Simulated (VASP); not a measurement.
# LiF (P6_3mc) in VASP: notebook

The runs below take LiF through single point, with LDA.

All numbers are computed with VASP 6.6.1; they aren't measurements. Logs are shortened: lines on timing, memory, paths and dates and some standing lists are left out, and cuts for length are marked.

## 1. The cell of the first run

The structure is hexagonal, space group P6_3mc (No. 186). Conventional cell: a = 3.080 Å, b = 3.080 Å, c = 4.509 Å, α = 90.00°, β = 90.00°, γ = 120.00°. Within 2.1 Å of Li (site symmetry 3m) lie 4 F at 1.56 to 1.91 Å. Within 2.1 Å of F (site symmetry 3m) lie 4 Li at 1.56 to 1.91 Å.

## 2. Single point, LDA

INCAR reads:

```
PREC = Accurate
ENCUT = 520
EDIFF = 1E-7
ISMEAR = 0
SIGMA = 0.05
LREAL = F
LASPH = T
NELM = 60
ALGO = Normal
ISIF = 2
LWAVE = F
LCHARG = T
GGA = CA
LELF = T
LVHAR = T
NBANDS = 18
```

KPOINTS reads:

```
regular mesh
0
Gamma
  9 9 6
```

POSCAR reads:

```
LiF
1.0
    3.0801704379      0.0000000000      0.0000000000
   -1.5400852189      2.6675058472      0.0000000000
    0.0000000000      0.0000000000      4.5087534870
Li F
2 2
Direct
    0.3333333333      0.6666666667      0.3371874601
    0.6666666667      0.3333333333      0.8371874601
    0.3333333333      0.6666666667      0.9910195924
    0.6666666667      0.3333333333      0.4910195924
```

Potentials or basis: VASP PAW LDA potentials, release 64 (Li_sv, F).

Command:

```bash
$ cat potpaw_LDA.64/Li_sv/POTCAR potpaw_LDA.64/F/POTCAR > POTCAR
$ mpirun -np 1 vasp_std > vasp.out
```

OUTCAR:

```text
PREC = Accurate
   ENCUT = 520
   EDIFF = 1E-7
   ISMEAR = 0
   LREAL = F
   LASPH = T
   NELM = 60
   ISIF = 2
   GGA = CA

 ion  position               nearest neighbor table
   1  0.333  0.667  0.337-   3 1.56   4 1.91   4 1.91   4 1.91
   2  0.667  0.333  0.837-   4 1.56   3 1.91   3 1.91   3 1.91
   3  0.333  0.667  0.991-   1 1.56   2 1.91   2 1.91   2 1.91
   4  0.667  0.333  0.491-   2 1.56   1 1.91   1 1.91   1 1.91

  LATTYP: Found a hexagonal cell.
 ALAT       =     3.0801704379
 C/A-ratio  =     1.4638000000

  Lattice vectors:

 A1 = (   3.0801704379,   0.0000000000,   0.0000000000)
 A2 = (  -1.5400852189,   2.6675058472,   0.0000000000)
 A3 = (   0.0000000000,   0.0000000000,   4.5087534870)

Analysis of symmetry for initial positions (statically):
=====================================================================
 Subroutine PRICEL returns:
 Original cell was already a primitive cell.

 Routine SETGRP: Setting up the symmetry group for a
 hexagonal supercell.

 Subroutine GETGRP returns: Found 12 space group operations
 (whereof  6 operations were pure point group operations)
 out of a pool of 24 trial point group operations.

The static configuration has the point symmetry C_3v.
 The point group associated with its full space group is C_6v.

Analysis of symmetry for dynamics (positions and initial velocities):
=====================================================================
 Subroutine PRICEL returns:
 Original cell was already a primitive cell.

 Routine SETGRP: Setting up the symmetry group for a
 hexagonal supercell.

 Subroutine GETGRP returns: Found 12 space group operations
 (whereof  6 operations were pure point group operations)
 out of a pool of 24 trial point group operations.

The dynamic configuration has the point symmetry C_3v.
 The point group associated with its full space group is C_6v.

 Subroutine INISYM returns: Found 12 space group operations
 (whereof  6 operations are pure point group operations),
 and found     1 'primitive' translations

----------------------------------------------------------------------------------------

                                     Primitive cell

  volume of cell :      37.0456

  direct lattice vectors                    reciprocal lattice vectors
     3.080170438  0.000000000  0.000000000     0.324657359  0.187441014  0.000000000
    -1.540085219  2.667505847  0.000000000     0.000000000  0.374882027  0.000000000
     0.000000000  0.000000000  4.508753487     0.000000000  0.000000000  0.221790790

  length of vectors
     3.080170438  3.080170438  4.508753487     0.374882027  0.374882027  0.221790790

  position of ions in fractional coordinates (direct lattice)
     0.333333333  0.666666667  0.337187460
     0.666666667  0.333333333  0.837187460
     0.333333333  0.666666667  0.991019592
     0.666666667  0.333333333  0.491019592

  ion indices of the primitive-cell ions
   primitive index   ion index
                 1           1
                 2           2
                 3           3
                 4           4

----------------------------------------------------------------------------------------

 KPOINTS: regular mesh

Automatic generation of k-mesh.
 Grid dimensions read from file:
 generate k-points for:    9    9    6

 Generating k-lattice:

  Cartesian coordinates                     Fractional coordinates (reciprocal lattice)
     0.036073040  0.020826779  0.000000000     0.111111111  0.000000000  0.000000000
     0.000000000  0.041653559  0.000000000     0.000000000  0.111111111  0.000000000
     0.000000000  0.000000000  0.036965132     0.000000000  0.000000000  0.166666667

  Length of vectors
     0.041653559  0.041653559  0.036965132

  Shift w.r.t. Gamma in fractional coordinates (k-lattice)
     0.000000000  0.000000000  0.000000000

 Subroutine IBZKPT returns following result:
 ===========================================

 Found     48 irreducible k-points:

 Following reciprocal coordinates:
            Coordinates               Weight
  0.000000  0.000000  0.000000      1.000000
  0.111111  0.000000  0.000000      6.000000
  0.222222 -0.000000  0.000000      6.000000
  0.333333  0.000000  0.000000      6.000000
  0.444444 -0.000000  0.000000      6.000000
  0.111111  0.111111  0.000000      6.000000
[... 16 lines left out ...]
  0.333333  0.222222  0.166667     24.000000
  0.333333  0.333333  0.166667      4.000000
 [... further k-points ...]
   k-points           NKPTS =     48   k-points in BZ     NKDIM =     48   number of bands    NBANDS=     18
   number of dos      NEDOS =    301   number of ions     NIONS =      4
   total plane-waves  NPLWV =  20736
   dimension x,y,z NGX =    24 NGY =   24 NGZ =   36
   dimension x,y,z NGXF=    48 NGYF=   48 NGZF=   72
   ions per type =               2   2
   NGX,Y,Z   is equivalent  to a cutoff of  12.95, 12.95, 13.27 a.u.
   NGXF,Y,Z  is equivalent  to a cutoff of  25.91, 25.91, 26.55 a.u.
 SYSTEM =  unknown system
   PREC   = accura    normal or accurate (medium, high low for compatibility)
   ISTART =      0    job   : 0-new  1-cont  2-samecut
   ICHARG =      2    charge: 1-file 2-atom 10-const
   ISPIN  =      1    spin polarized calculation?
   LNONCOLLINEAR =      F non collinear calculations
   LSORBIT =      F    spin-orbit coupling
   LASPH  =      T    aspherical Exc in radial PAW
   ENCUT  =  520.0 eV  38.22 Ry    6.18 a.u.   5.73  5.73  8.38*2*pi/ulx,y,z
   NELM   =     60;   NELMIN=  2; NELMDL= -5     # of ELM steps
   EDIFF  = 0.1E-06   stopping-criterion for ELM
   LREAL  =      F    real-space projection
   EDIFFG = 0.1E-05   stopping-criterion for IOM
   NSW    =      0    number of steps for IOM
   IBRION =     -1    ionic relax: 0-MD 1-quasi-New 2-CG
   NFREE  =      0    steps in history (QN), initial steepest desc. (CG)
   ISIF   =      2    stress and relaxation
   ISYM   =      2    0-nonsym 1-usesym 2-fastsym
   POTIM  = 0.5000    time-step for ionic-motion
   TEBEG  =    0.0;   TEEND  =   0.0 temperature during run
   PSTRESS=    0.0 pullay stress
   NELECT =      20.0000    total number of electrons
   NUPDOWN=      -1.0000    fix difference up-down
   EMIN   =  10.00;   EMAX   =-10.00  energy-range for DOS
   EFERMI =   0.00;   METHOD = LEGACY
   ISMEAR =     0;   SIGMA  =   0.05  broadening in eV -4-tet -1-fermi 0-gaus
   EFERMI_NEDOS =   21; number of points for ismear=-14 and -15
   IALGO  =     38    algorithm
   IMIX   =      4    mixing-type and parameters
     AMIX     =   0.40;   BMIX     =  1.00
     AMIX_MAG =   1.60;   BMIX_MAG =  1.00
  volume/ion in A,a.u.               =       9.26        62.50
  Fermi-wavevector in a.u.,A,eV,Ry     =   1.333028  2.519058 24.177060  1.776964
  Thomas-Fermi vector in A             =   2.461918
   LORBIT       =      0    0 simple, 1 ext, 2 COOP (PROOUT), +10 PAW based schemes
   GGA     = CA    functional components
   LHFCALC =     F    Hartree Fock is set to
   AEXX    =    0.0000 exact exchange contribution
   IVDW    =     0    specifies the selected vdW correction
   LEPSILON=     F    determine dielectric tensor
   LRPA    =     F    only Hartree local field effects (RPA)
 non-spin polarized calculation
 Gauss-broadening in eV      SIGMA  =   0.05
  energy-cutoff  :      520.00
  volume of cell :       37.05
 maximum number of plane-waves:      1010
 NGX is ok and might be reduce to    24

 number of electron      19.9999968 magnetization

 Free energy of the ion-electron system (eV)
  ---------------------------------------------------
  ext. energy  EPLUGINS =         0.00000000
  ---------------------------------------------------
  free energy    TOTEN  =       -20.32844027 eV

  energy without entropy =      -20.32844027  energy(sigma->0) =      -20.32844027

 E-fermi :  -2.2072     XC(G=0):  -9.8333

 val. band max:       -2.5817958487   @ k =   0.0000   0.0000   0.0000
 cond. band min:       5.2920258726   @ k =   0.0000   0.0000   0.0000
 fundamental gap:      7.8738217213
 Fermi energy:        -2.2071561600

 k-point     1 :       0.0000    0.0000    0.0000
  band No.  band energies     occupation
      1     -41.5614      2.00000
      2     -41.4647      2.00000
      3     -21.5731      2.00000
      4     -21.4113      2.00000
      5      -4.6845      2.00000
      6      -3.0820      2.00000
[... 10 lines left out ...]
     17      17.1963      0.00000
     18      20.1134      0.00000

 k-point     2 :       0.1111    0.0000    0.0000
  band No.  band energies     occupation
      1     -41.5560      2.00000
      2     -41.4646      2.00000
      3     -21.5548      2.00000
      4     -21.4010      2.00000
      5      -4.6532      2.00000
      6      -3.2125      2.00000
[... 10 lines left out ...]
     17      17.3388      0.00000
     18      19.1011      0.00000

 k-point     3 :       0.2222   -0.0000    0.0000
  band No.  band energies     occupation
      1     -41.5415      2.00000
      2     -41.4649      2.00000
      3     -21.5056      2.00000
      4     -21.3759      2.00000
      5      -4.5994      2.00000
      6      -3.5986      2.00000
[... 10 lines left out ...]
     17      17.1770      0.00000
     18      17.9433      0.00000

 k-point     4 :       0.3333    0.0000    0.0000
  band No.  band energies     occupation
      1     -41.5227      2.00000
      2     -41.4674      2.00000
      3     -21.4434      2.00000
      4     -21.3517      2.00000
      5      -4.6937      2.00000
      6      -3.9006      2.00000
[... 375 lines left out ...]
      4     -21.3491      2.00000
      5      -4.4311      2.00000
      6      -4.3903      2.00000
[... 10 lines left out ...]
     17      18.0271      0.00000
     18      19.0699      0.00000

 k-point    23 :       0.3333    0.2222    0.1667
  band No.  band energies     occupation
      1     -41.4968      2.00000
      2     -41.4779      2.00000
      3     -21.3721      2.00000
      4     -21.3430      2.00000
      5      -4.7045      2.00000
      6      -4.1889      2.00000
[... 10 lines left out ...]
     17      17.5013      0.00000
     18      19.1990      0.00000

 k-point    24 :       0.3333    0.3333    0.1667
  band No.  band energies     occupation
      1     -41.4860      2.00000
      2     -41.4860      2.00000
      3     -21.3497      2.00000
      4     -21.3497      2.00000
      5      -4.7170      2.00000
      6      -4.0629      2.00000
[... 10 lines left out ...]
     17      16.7592      0.00000
     18      19.0807      0.00000

 [... further k-points ...]

------------------------ aborting loop because EDIFF is reached ----------------------------------------

  FORCE on cell =-STRESS in cart. coord.  units (eV):
  Direction    XX          YY          ZZ          XY          YZ          ZX
  --------------------------------------------------------------------------------------
  -------------------------------------------------------------------------------------
  Total       -1.0838294     -1.0838294      6.3962750     -0.0000000      0.0000000      0.0000000
  in kB      -46.8743087    -46.8743087    276.6311550     -0.0000000      0.0000000      0.0000000
  external PRESSURE =      60.9608459 kB  Pullay stress =       0.0000000 kB

 VOLUME and BASIS-vectors are now :
 -----------------------------------------------------------------------------
  energy-cutoff  :      520.00
  volume of cell :       37.05
      direct lattice vectors                 reciprocal lattice vectors
     3.080170438  0.000000000  0.000000000     0.324657359  0.187441014  0.000000000
    -1.540085219  2.667505847  0.000000000     0.000000000  0.374882027  0.000000000
     0.000000000  0.000000000  4.508753487     0.000000000  0.000000000  0.221790790

 POSITION                                       TOTAL-FORCE (eV/Angst)
 -----------------------------------------------------------------------------------
     -0.00000      1.77834      1.52030         0.000000     -0.000000      2.320911
      1.54009      0.88917      3.77467        -0.000000      0.000000      2.320911
     -0.00000      1.77834      4.46826        -0.000000      0.000000     -2.320911
      1.54009      0.88917      2.21389         0.000000      0.000000     -2.320911
 -----------------------------------------------------------------------------------
    total drift:                               -0.000000     -0.000000     -0.002228

  FREE ENERGIE OF THE ION-ELECTRON SYSTEM (eV)
  ---------------------------------------------------
  free  energy   TOTEN  =       -20.3284402718 eV

  energy  without entropy=      -20.3284402718  energy(sigma->0) =      -20.32844027
```

Wall time 21 s (1 thread of Intel Xeon Platinum 8559C (Emerald Rapids), shared host); peak memory 0.14 GiB.

Results:

```yaml
Free_energy: -20.3284 eV
Largest_force: 2.321 eV/Å
Band_gap_on_the_k_mesh: 7.87 eV
```

Forces on the atoms (eV/Å):
```
Li   0.000  0.000  2.321
Li   0.000  0.000  2.321
F    0.000  0.000 -2.321
F    0.000  0.000 -2.321
```

Levels at points of the mesh, in eV from the valence-band top:
| k point | band 6 | band 7 | band 8 | band 9 | band 10 | band 11 | band 12 | band 13 | band 14 | band 15 |
| --- | --- | --- | --- | --- | --- | --- | --- | --- | --- | --- |
| (0.00, 0.00, 0.00) | -0.50 | -0.50 | -0.09 | 0.00 | 0.00 | 7.87 | 12.59 | 15.94 | 18.35 | 18.35 |
| (0.00, 0.00, 0.50) | -1.08 | -0.25 | -0.25 | -0.25 | -0.25 | 9.52 | 9.52 | 18.62 | 18.62 | 18.62 |

Caveat: the cutoff is under 1.25 times the usual one of these potentials, so pressure, stress and relaxed cells hold a basis-set (Pulay) error; forces of over 1 eV/Å act on the atoms, so gaps and moduli don't describe the material at rest. A k mesh can miss the band edges.

## 3. Single point, LDA

This run uses another cell than the first one, of the same volume but with other edges.

INCAR reads:

```
SYSTEM = LiF
PREC = Accurate
ENCUT = 520
EDIFF = 1E-6
ISMEAR = 0
SIGMA = 0.05
LREAL = .FALSE.
LASPH = .TRUE.
NELM = 80
ALGO = Normal
ISIF = 2
LWAVE = .FALSE.
LCHARG = .TRUE.
LELF = .TRUE.
LVHAR = .TRUE.
NBANDS = 18
```

KPOINTS reads:

```
regular mesh
0
G
  9 9 6
  0 0 0
```

POSCAR reads:

```
LiF
1.0
    2.9533413869      0.0000000000      0.0000000000
   -1.4766706934      2.5576686671      0.0000000000
    0.0000000000      0.0000000000      4.9043187070
Li F
2 2
Direct
    0.3333333333      0.6666666667      0.4307693551
    0.6666666667      0.3333333333      0.9307693551
    0.3333333333      0.6666666667      0.9910195924
    0.6666666667      0.3333333333      0.4910195924
```

Potentials or basis: VASP PAW LDA potentials, release 64 (Li_sv, F).

Command:

```bash
$ cat potpaw_LDA.64/Li_sv/POTCAR potpaw_LDA.64/F/POTCAR > POTCAR
$ mpirun -np 1 vasp_std > vasp.out
```

OUTCAR:

```text
SYSTEM = LiF
   PREC = Accurate
   ENCUT = 520
   EDIFF = 1E-6
   ISMEAR = 0
   LREAL = .FALSE.
   LASPH = .TRUE.
   NELM = 80
   ISIF = 2

 ion  position               nearest neighbor table
   1  0.333  0.667  0.431-   4 1.73   4 1.73   4 1.73   3 2.16
   2  0.667  0.333  0.931-   3 1.73   3 1.73   3 1.73   4 2.16
   3  0.333  0.667  0.991-   2 1.73   2 1.73   2 1.73   1 2.16
   4  0.667  0.333  0.491-   1 1.73   1 1.73   1 1.73   2 2.16

  LATTYP: Found a hexagonal cell.
 ALAT       =     2.9533413869
 C/A-ratio  =     1.6606000000

[... 704 lines left out ...]
  --------------------------------------------------------------------------------------
  -------------------------------------------------------------------------------------
  Total        1.9679712      1.9679712     -1.4105974      0.0000000      0.0000000      0.0000000
  in kB       85.1123745     85.1123745    -61.0066300      0.0000000      0.0000000      0.0000000
  external PRESSURE =      36.4060396 kB  Pullay stress =       0.0000000 kB

 VOLUME and BASIS-vectors are now :
 -----------------------------------------------------------------------------
  energy-cutoff  :      520.00
  volume of cell :       37.05
      direct lattice vectors                 reciprocal lattice vectors
     2.953341387  0.000000000  0.000000000     0.338599528  0.195490529  0.000000000
    -1.476670693  2.557668667  0.000000000     0.000000000  0.390981057  0.000000000
     0.000000000  0.000000000  4.904318707     0.000000000  0.000000000  0.203901920

 POSITION                                       TOTAL-FORCE (eV/Angst)
 -----------------------------------------------------------------------------------
     -0.00000      1.70511      2.11263        -0.000000     -0.000000     -0.436300
      1.47667      0.85256      4.56479         0.000000      0.000000     -0.436300
     -0.00000      1.70511      4.86028         0.000000     -0.000000      0.436300
      1.47667      0.85256      2.40812        -0.000000     -0.000000      0.436300
 -----------------------------------------------------------------------------------
    total drift:                                0.000000      0.000001      0.000529

  FREE ENERGIE OF THE ION-ELECTRON SYSTEM (eV)
  ---------------------------------------------------
  free  energy   TOTEN  =       -20.5732686249 eV

  energy  without entropy=      -20.5732686249  energy(sigma->0) =      -20.57326862
```

OSZICAR:

```text
N       E                     dE             d eps       ncg     rms          rms(c)
DAV:   1     0.119454757624E+03    0.11945E+03   -0.11142E+04  1728   0.121E+03
DAV:   2    -0.117761152738E+02   -0.13123E+03   -0.12830E+03  2022   0.304E+02
DAV:   3    -0.219824786465E+02   -0.10206E+02   -0.10146E+02  3192   0.623E+01
DAV:   4    -0.220795001950E+02   -0.97022E-01   -0.96881E-01  2238   0.766E+00
DAV:   5    -0.220806300617E+02   -0.11299E-02   -0.11297E-02  2136   0.659E-01    0.719E+00
DAV:   6    -0.206037886656E+02    0.14768E+01   -0.39323E+00  1778   0.151E+01    0.221E+00
DAV:   7    -0.205837452107E+02    0.20043E-01   -0.12325E-01  1952   0.250E+00    0.141E+00
DAV:   8    -0.205741152527E+02    0.96300E-02   -0.44732E-02  2318   0.204E+00    0.324E-01
DAV:   9    -0.205731033154E+02    0.10119E-02   -0.61200E-03  1936   0.637E-01    0.875E-02
DAV:  10    -0.205732702864E+02   -0.16697E-03   -0.36887E-04  1830   0.161E-01    0.160E-02
DAV:  11    -0.205732687482E+02    0.15382E-05   -0.11431E-05  2326   0.340E-02    0.466E-03
DAV:  12    -0.205732686249E+02    0.12334E-06   -0.60523E-07  1510   0.836E-03
   1 F= -.20573269E+02 E0= -.20573269E+02  d E =-.215653E-15
```

stdout:

```text
POSCAR found type information on POSCAR LiF
 POSCAR found :  2 types and       4 ions
 scaLAPACK will be used
 LDA part: xc-table for (Slater(with rela. corr.)+CA(PZ))
 , standard interpolation
 POSCAR, INCAR and KPOINTS ok, starting setup
 FFT: planning ... GRIDC
 FFT: planning ... GRID_SOFT
 FFT: planning ... GRID
 WAVECAR not read
 entering main loop
```

Wall time 14 s (1 thread of Intel Xeon Platinum 8559C (Emerald Rapids), shared host); peak memory 0.14 GiB.

Results:

| Property | Result |
| --- | --- |
| Free energy | -20.5733 eV |
| Largest force | 0.436 eV/Å |
| Band gap on the k mesh | 7.68 eV |

Forces on the atoms (eV/Å):
```
Li   0.000  0.000 -0.436
Li   0.000  0.000 -0.436
F    0.000  0.000  0.436
F    0.000  0.000  0.436
```

Levels at points of the mesh, in eV from the valence-band top:
```csv
k point,band 6,band 7,band 8,band 9,band 10,band 11,band 12,band 13,band 14,band 15
"(0.00, 0.00, 0.00)",-0.68,-0.68,-0.41,-0.41,0.00,7.68,11.78,15.48,18.96,18.96
"(0.00, 0.00, 0.50)",-1.48,-0.55,-0.55,-0.55,-0.55,9.50,9.50,17.29,17.29,19.25
```

Caveat: the cutoff is under 1.25 times the usual one of these potentials, so pressure, stress and relaxed cells hold a basis-set (Pulay) error. A k mesh can miss the band edges.

(Part 1 of 2 ends here.)
